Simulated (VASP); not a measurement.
# YbSe2 in VASP: further runs

The runs below take YbSe2 through single point, with PBE.

Everything below comes from runs of VASP 6.6.1. Logs are shortened: lines on timing, memory, paths and dates and some standing lists are left out, and cuts for length are marked.

## 1. The cell of the first run

The typed cell holds 3 atoms: a = 4.816 Å, b = 4.816 Å, c = 4.816 Å, α = 60.00°, β = 60.00°, γ = 60.00°.

## 2. Single point, PBE, collinear spin, ferromagnetic start

Contents of INCAR:

```
ALGO = Normal ; EDIFF = 1E-6
ENCUT = 520 ; GGA = PE
ISIF = 2 ; ISMEAR = -1
ISPIN = 2 ; LASPH = T
LCHARG = F ; LMAXMIX = 6
LORBIT = 11 ; LREAL = F
LWAVE = F ; MAGMOM = 1 0 0
NBANDS = 29 ; NELM = 150
PREC = Accurate ; SIGMA = 0.15
```

Contents of KPOINTS:

```
k-points
0
Gamma
  8 8 8
```

Contents of POSCAR:

```
YbSe2
1.0
    2.4079800550      1.3902479330      3.9325804517
   -2.4079800550      1.3902479330      3.9325804517
    0.0000000000     -2.7804958660      3.9325804517
Yb Se
1 2
Direct
    0.0000000000      0.0000000000      0.0000000000
    0.2500092680      0.2500092680      0.2500092680
    0.7499907320      0.7499907320      0.7499907320
```

Potentials or basis: VASP PAW PBE potentials, release 64 (Yb, Se).

Command:

```console
$ cat potpaw_PBE.64/Yb/POTCAR potpaw_PBE.64/Se/POTCAR > POTCAR
$ mpirun -np 1 vasp_std > vasp.out
```

OUTCAR:

```text
EDIFF = 1E-6
   ENCUT = 520
   GGA = PE
   ISIF = 2
   ISMEAR = -1
   ISPIN = 2
   LASPH = T
   LORBIT = 11
   LREAL = F
   NELM = 150
   PREC = Accurate

 ion  position               nearest neighbor table
   1  0.000  0.000  0.000-   3 2.95   3 2.95   2 2.95   2 2.95   3 2.95   2 2.95   3 2.95   2 2.95

   2  0.250  0.250  0.250-   1 2.95   1 2.95   1 2.95   1 2.95
   3  0.750  0.750  0.750-   1 2.95   1 2.95   1 2.95   1 2.95

  LATTYP: Found a trigonal (rhomboedric) cell.
 ALAT       =     4.8162585343
 COS(alpha) =     0.5000619599

  Lattice vectors:

 A1 = (   2.4079800550,   1.3902479330,   3.9325804517)
 A2 = (  -2.4079800550,   1.3902479330,   3.9325804517)
 A3 = (   0.0000000000,  -2.7804958660,   3.9325804517)

Analysis of symmetry for initial positions (statically):
=====================================================================
 Subroutine PRICEL returns:
 Original cell was already a primitive cell.

 Routine SETGRP: Setting up the symmetry group for a
 trigonal (rhombohedral) supercell.

 Subroutine GETGRP returns: Found 12 space group operations
 (whereof 12 operations were pure point group operations)
 out of a pool of 12 trial point group operations.

The static configuration has the point symmetry D_3d.

Analysis of symmetry for dynamics (positions and initial velocities):
=====================================================================
 Subroutine PRICEL returns:
 Original cell was already a primitive cell.

 Routine SETGRP: Setting up the symmetry group for a
 trigonal (rhombohedral) supercell.

 Subroutine GETGRP returns: Found 12 space group operations
 (whereof 12 operations were pure point group operations)
 out of a pool of 12 trial point group operations.

The dynamic configuration has the point symmetry D_3d.

Analysis of structural, dynamic, and magnetic symmetry:
=====================================================================
 Subroutine PRICEL returns:
 Original cell was already a primitive cell.

 Routine SETGRP: Setting up the symmetry group for a
 trigonal (rhombohedral) supercell.

 Subroutine GETGRP returns: Found 12 space group operations
 (whereof 12 operations were pure point group operations)
 out of a pool of 12 trial point group operations.

The overall configuration has the point symmetry D_3d.

 Subroutine INISYM returns: Found 12 space group operations
 (whereof 12 operations are pure point group operations),
 and found     1 'primitive' translations

----------------------------------------------------------------------------------------

                                     Primitive cell

  volume of cell :      78.9903

  direct lattice vectors                    reciprocal lattice vectors
     2.407980055  1.390247933  3.932580452     0.207642916  0.119882693  0.084761987
    -2.407980055  1.390247933  3.932580452    -0.207642916  0.119882693  0.084761987
     0.000000000 -2.780495866  3.932580452     0.000000000 -0.239765387  0.084761987

  length of vectors
     4.816258534  4.816258534  4.816258534     0.254306970  0.254306970  0.254306970

  position of ions in fractional coordinates (direct lattice)
     0.000000000  0.000000000  0.000000000
     0.250009268  0.250009268  0.250009268
     0.749990732  0.749990732  0.749990732

  ion indices of the primitive-cell ions
   primitive index   ion index
                 1           1
                 2           2
                 3           3

----------------------------------------------------------------------------------------

 KPOINTS: k-points

Automatic generation of k-mesh.
 Grid dimensions read from file:
 generate k-points for:    8    8    8

 Generating k-lattice:

  Cartesian coordinates                     Fractional coordinates (reciprocal lattice)
     0.025955364  0.014985337  0.010595248     0.125000000  0.000000000  0.000000000
    -0.025955364  0.014985337  0.010595248     0.000000000  0.125000000  0.000000000
     0.000000000 -0.029970673  0.010595248     0.000000000  0.000000000  0.125000000

  Length of vectors
     0.031788371  0.031788371  0.031788371

  Shift w.r.t. Gamma in fractional coordinates (k-lattice)
     0.000000000  0.000000000  0.000000000

 Subroutine IBZKPT returns following result:
 ===========================================

 Found     65 irreducible k-points:

 Following reciprocal coordinates:
            Coordinates               Weight
  0.000000  0.000000  0.000000      1.000000
  0.125000 -0.000000  0.000000      6.000000
  0.250000 -0.000000  0.000000      6.000000
  0.375000 -0.000000 -0.000000      6.000000
  0.500000 -0.000000  0.000000      3.000000
  0.125000  0.125000  0.000000      6.000000
[... 16 lines left out ...]
  0.250000  0.125000  0.125000      6.000000
  0.375000  0.125000  0.125000      6.000000
 [... further k-points ...]
   k-points           NKPTS =     65   k-points in BZ     NKDIM =     65   number of bands    NBANDS=     29
   number of dos      NEDOS =    301   number of ions     NIONS =      3
   total plane-waves  NPLWV =  46656
   dimension x,y,z NGX =    36 NGY =   36 NGZ =   36
   dimension x,y,z NGXF=    72 NGYF=   72 NGZF=   72
   ions per type =               1   2
   NGX,Y,Z   is equivalent  to a cutoff of  12.43, 12.43, 12.43 a.u.
   NGXF,Y,Z  is equivalent  to a cutoff of  24.85, 24.85, 24.85 a.u.
 SYSTEM =  unknown system
   PREC   = accura    normal or accurate (medium, high low for compatibility)
   ISTART =      0    job   : 0-new  1-cont  2-samecut
   ICHARG =      2    charge: 1-file 2-atom 10-const
   ISPIN  =      2    spin polarized calculation?
   LNONCOLLINEAR =      F non collinear calculations
   LSORBIT =      F    spin-orbit coupling
   LASPH  =      T    aspherical Exc in radial PAW
   ENCUT  =  520.0 eV  38.22 Ry    6.18 a.u.   8.96  8.96  8.96*2*pi/ulx,y,z
   NELM   =    150;   NELMIN=  2; NELMDL= -5     # of ELM steps
   EDIFF  = 0.1E-05   stopping-criterion for ELM
   LREAL  =      F    real-space projection
[... 7 lines left out ...]
   TEBEG  =    0.0;   TEEND  =   0.0 temperature during run
   PSTRESS=    0.0 pullay stress
   NELECT =      36.0000    total number of electrons
   NUPDOWN=      -1.0000    fix difference up-down
   EMIN   =  10.00;   EMAX   =-10.00  energy-range for DOS
   EFERMI =   0.00;   METHOD = LEGACY
   ISMEAR =    -1;   SIGMA  =   0.15  broadening in eV -4-tet -1-fermi 0-gaus
   EFERMI_NEDOS =   21; number of points for ismear=-14 and -15
   IALGO  =     38    algorithm
   IMIX   =      4    mixing-type and parameters
     AMIX     =   0.40;   BMIX     =  1.00
     AMIX_MAG =   1.60;   BMIX_MAG =  1.00
  volume/ion in A,a.u.               =      26.33       177.68
  Fermi-wavevector in a.u.,A,eV,Ry     =   1.259847  2.380765 21.595349  1.587213
  Thomas-Fermi vector in A             =   2.393386
   LORBIT       =     11    0 simple, 1 ext, 2 COOP (PROOUT), +10 PAW based schemes
   GGA     = PE    functional components
   LHFCALC =     F    Hartree Fock is set to
   AEXX    =    0.0000 exact exchange contribution
   IVDW    =     0    specifies the selected vdW correction
   LEPSILON=     F    determine dielectric tensor
   LRPA    =     F    only Hartree local field effects (RPA)
 spin polarized calculation
  energy-cutoff  :      520.00
  volume of cell :       78.99
 maximum number of plane-waves:      2148
   NGX = 17   NGY = 17   NGZ = 17

 number of electron      35.9999997 magnetization       0.0074810

 number of electron      35.9999997 magnetization      -0.0034870

 Free energy of the ion-electron system (eV)
  ---------------------------------------------------
  ext. energy  EPLUGINS =         0.00000000
  ---------------------------------------------------
  free energy    TOTEN  =       -14.01062173 eV

  energy without entropy =      -13.63247058  energy(sigma->0) =      -13.82154615

 E-fermi :   2.2574     XC(G=0):  -9.5844

 val. band max:        2.2571325675   @ k =  -0.1250   0.1250   0.1250
 cond. band min:       2.2574372884   @ k =   0.2500   0.2500   0.1250
 fundamental gap:      0.0003047209
 Fermi energy:         2.2573588184

 spin component 1

 k-point     1 :       0.0000    0.0000    0.0000
  band No.  band energies     occupation
      1     -49.1854      1.00000
      2     -21.3776      1.00000
      3     -21.3776      1.00000
      4     -21.3776      1.00000
      5     -10.9062      1.00000
      6      -8.6718      1.00000
[... 21 lines left out ...]
     28      10.3557      0.00000
     29      12.1885      0.00000
[... 705 lines left out ...]
 k-point    24 :       0.3750    0.1250    0.1250
  band No.  band energies     occupation
      1     -49.1852      1.00000
      2     -21.4060      1.00000
      3     -21.3860      1.00000
      4     -21.3810      1.00000
      5     -10.3658      1.00000
      6      -9.1978      1.00000
[... 21 lines left out ...]
     28      11.7580      0.00000
     29      13.2339      0.00000

 [... further k-points ...]

 spin component 2

 k-point     1 :       0.0000    0.0000    0.0000
  band No.  band energies     occupation
      1     -49.1869      1.00000
      2     -21.3787      1.00000
      3     -21.3787      1.00000
      4     -21.3786      1.00000
      5     -10.9062      1.00000
      6      -8.6719      1.00000
[... 21 lines left out ...]
     28      10.3553      0.00000
     29      12.1883      0.00000
[... 705 lines left out ...]
 k-point    24 :       0.3750    0.1250    0.1250
  band No.  band energies     occupation
      1     -49.1866      1.00000
      2     -21.4070      1.00000
      3     -21.3870      1.00000
      4     -21.3820      1.00000
      5     -10.3659      1.00000
      6      -9.1979      1.00000
[... 21 lines left out ...]
     28      11.7578      0.00000
     29      13.2338      0.00000

 [... further k-points ...]
[... 5 lines left out ...]
  --------------------------------------------------------------------------------------
  -------------------------------------------------------------------------------------
  Total        0.6162248      0.6162248      0.6132361      0.0000000      0.0000000      0.0000000
  in kB       12.4990143     12.4990143     12.4383935      0.0000000      0.0000000      0.0000000
  external PRESSURE =      12.4788074 kB  Pullay stress =       0.0000000 kB

 VOLUME and BASIS-vectors are now :
 -----------------------------------------------------------------------------
  energy-cutoff  :      520.00
  volume of cell :       78.99
      direct lattice vectors                 reciprocal lattice vectors
     2.407980055  1.390247933  3.932580452     0.207642916  0.119882693  0.084761987
    -2.407980055  1.390247933  3.932580452    -0.207642916  0.119882693  0.084761987
     0.000000000 -2.780495866  3.932580452     0.000000000 -0.239765387  0.084761987

 POSITION                                       TOTAL-FORCE (eV/Angst)
 -----------------------------------------------------------------------------------
      0.00000      0.00000      0.00000         0.000000     -0.000000     -0.000000
      0.00000      0.00000      2.94954        -0.000000      0.000000     -0.000958
      0.00000      0.00000      8.84820        -0.000000      0.000000      0.000958
 -----------------------------------------------------------------------------------
    total drift:                               -0.000000      0.000000     -0.000000

  FREE ENERGIE OF THE ION-ELECTRON SYSTEM (eV)
  ---------------------------------------------------
  free  energy   TOTEN  =       -14.0106217259 eV

  energy  without entropy=      -13.6324705818  energy(sigma->0) =      -13.82154615

 total charge

# of ion       s       p       d       f       tot
--------------------------------------------------
    1        2.129   6.025   0.420  13.430  22.004
    2        1.473   2.320   0.019   0.000   3.812
    3        1.473   2.320   0.019   0.000   3.812
--------------------------------------------------
tot          5.075  10.666   0.458  13.430  29.629

 magnetization (x)

# of ion       s       p       d       f       tot
--------------------------------------------------
    1       -0.000   0.000  -0.000  -0.003  -0.003
    2       -0.000  -0.000  -0.000   0.000  -0.000
    3       -0.000  -0.000  -0.000   0.000  -0.000
--------------------------------------------------
tot         -0.000  -0.000  -0.000  -0.003  -0.003
```

It took 5.3 min on 1 thread of Intel Xeon 6975P-C (Granite Rapids), shared host; peak memory 0.42 GiB.

What came out:

```
Free energy                                           : -14.0106 eV
Pressure                                              : 1.2 GPa
Band gap on the k mesh                                : zero (filled and empty bands overlap)
Net moment                                            : 0.00 μB per cell
Valence electrons inside the program's atomic spheres : Yb 22.00; Se 3.81
```

Caveat: spin-orbit coupling is left out, which moves the levels of the heavy elements. The state reached can hang on the start; a lower one may exist.

## 3. Single point, PBE, collinear spin, ferromagnetic start

Contents of INCAR:

```
PREC     = Accurate       # precision mode
ENCUT    = 520            # plane-wave cutoff, eV
EDIFF    = 1E-6           # SCF threshold, eV
ISMEAR   = 0              # smearing method
SIGMA    = 0.05           # smearing width, eV
LREAL    = F              # projectors in reciprocal space
LASPH    = T              # aspherical terms in the spheres
NELM     = 150            # most SCF steps
ALGO     = Normal         # electronic algorithm
ISIF     = 2              # what is computed and relaxed
LWAVE    = F              # write WAVECAR
LCHARG   = T              # write CHGCAR
ISPIN    = 2              # spin polarisation
MAGMOM   = 1 0 0          # initial moments
LORBIT   = 11             # projections on sites
LMAXMIX  = 6              # l up to which the mixer works
GGA      = PE             # functional
LELF     = T              # ELF
LVHAR    = T            
NBANDS   = 29             # bands
```

Contents of KPOINTS:

```
Automatic mesh
0
Gamma
  8 8 8
```

POSCAR is that of step 2.

Potentials or basis: VASP PAW PBE potentials, release 64 (Yb, Se).

Command:

```console
$ cat potpaw_PBE.64/Yb/POTCAR potpaw_PBE.64/Se/POTCAR > POTCAR
$ mpirun -np 1 vasp_std > vasp.out
```

Wall time 5.8 min (1 thread of Intel Xeon 6975P-C (Granite Rapids), shared host); peak memory 0.42 GiB.

The run converged. Its results:

```yaml
Free_energy: -13.8296 eV
Pressure: -0.3 GPa
Band_gap_on_the_k_mesh: zero (filled and empty bands overlap)
Net_moment: 0.00 μB per cell
Valence_electrons_inside_the_program's_atomic_spheres: Yb 22.02; Se 3.81
```

Levels at points of the mesh, in eV from the Fermi level:
Spin up:
```
           k point  band 14  band 15  band 16  band 17  band 18  band 19  band 20  band 21  band 22  band 23
(0.00, 0.00, 0.00)    -0.47    -0.47    -0.46     0.40     0.40     0.40     3.34     3.34     4.19     6.00
(0.50, 0.00, 0.00)    -0.47    -0.46    -0.46    -0.33    -0.31    -0.31     4.08     4.08     5.44     6.90
(0.50, 0.50, 0.00)    -0.43    -0.42    -0.42    -0.12    -0.12     1.31     2.37     4.92     5.36     6.20
(0.50, 0.50, 0.50)    -0.47    -0.46    -0.46    -0.33    -0.31    -0.31     4.08     4.08     5.44     6.90
```
Spin down:
```tsv
k point	band 14	band 15	band 16	band 17	band 18	band 19	band 20	band 21	band 22	band 23
(0.00, 0.00, 0.00)	-0.47	-0.47	-0.46	0.40	0.40	0.40	3.34	3.34	4.19	6.00
(0.50, 0.00, 0.00)	-0.47	-0.46	-0.46	-0.34	-0.31	-0.31	4.08	4.08	5.44	6.90
(0.50, 0.50, 0.00)	-0.43	-0.42	-0.42	-0.12	-0.12	1.31	2.37	4.92	5.36	6.20
(0.50, 0.50, 0.50)	-0.47	-0.46	-0.46	-0.34	-0.31	-0.31	4.08	4.08	5.44	6.90
```

Caveat: spin-orbit coupling is left out, which moves the levels of the heavy elements.

The gap in the log of VASP goes by the Fermi energy; the results here count the filled bands.